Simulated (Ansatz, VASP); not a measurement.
# Ta2Ru in VASP and in Ansatz

The input INCAR:

```
ALGO = Normal
EDIFF = 1E-7
ENCUT = 520
GGA = PE
ISIF = 2
ISMEAR = 0
LASPH = True
LCHARG = False
LREAL = False
LWAVE = False
NBANDS = 25
NELM = 100
PREC = Accurate
SIGMA = 0.1
```

The input KPOINTS:

```
k-points
0
Gamma
  8 8 8
```

Contents of POSCAR:

```
Ta2Ru
1.0
   -1.5750472300      1.5750472300      4.7251416800
    1.5750472300     -1.5750472300      4.7251416800
    1.5750472300      1.5750472300     -4.7251416800
Ta Ru
2 1
Direct
    0.8333333300      0.8333333300      0.0000000000
    0.1666666700      0.1666666700      0.0000000000
    0.5000000000      0.5000000000      0.0000000000
```

Input for Ansatz:

```yaml
crystal:
  lattice:
    - [-1.57504723, 1.57504723, 4.72514168]
    - [1.57504723, -1.57504723, 4.72514168]
    - [1.57504723, 1.57504723, -4.72514168]
  atoms:
    - { symbol: Ta, position: [0.83333333, 0.83333333, 0.0] }
    - { symbol: Ta, position: [0.16666667, 0.16666667, 0.0] }
    - { symbol: Ru, position: [0.5, 0.5, 0.0] }
basis:
  ecutwfc: 420
kpoints:
  mp_grid: { grid: [8, 8, 8] }
hamiltonian:
  xc: pbe
scf:
  occupations: { method: gaussian, width: 0.1 }
  lower_state_search: "off"
output:
  forces: true
  stress: true
  eigenvalues: true
```

Alike in both runs: task single point; functional PBE; k mesh 8 × 8 × 8; occupations gaussian, width 0.1 eV; no spin polarisation.

```csv
,VASP,Ansatz
version,VASP 6.6.1,Ansatz 0.2.0
potentials or method,"VASP PAW PBE potentials, release 64 (Ta_pv, Ru_pv), cutoff 520 eV","scalar-relativistic, plane waves, PAW"
valence electrons in the cell,36,42
```

|  | VASP | Ansatz | Ansatz less VASP |
| --- | --- | --- | --- |
| gap on the k mesh at the Fermi level (eV) | none | none | - |
| pressure (GPa) | 18.7 | 18.5 | -0.20 |
| traceless stress, the component that is largest in VASP (GPa) | 0.86 | 0.86 | +0.001 |
| rms of the force components (eV/Å) | 0.504 | 0.504 | -0.0001 |

Atom by atom the forces differ by 0.000 eV/Å (rms over components). A gap of «none» marks a metal or a gap that the smearing closes. VASP's potentials hold 36 valence electrons a cell and Ansatz's 42, so a difference there can come from the potentials and not from the codes.

Neither program's run includes spin-orbit coupling.
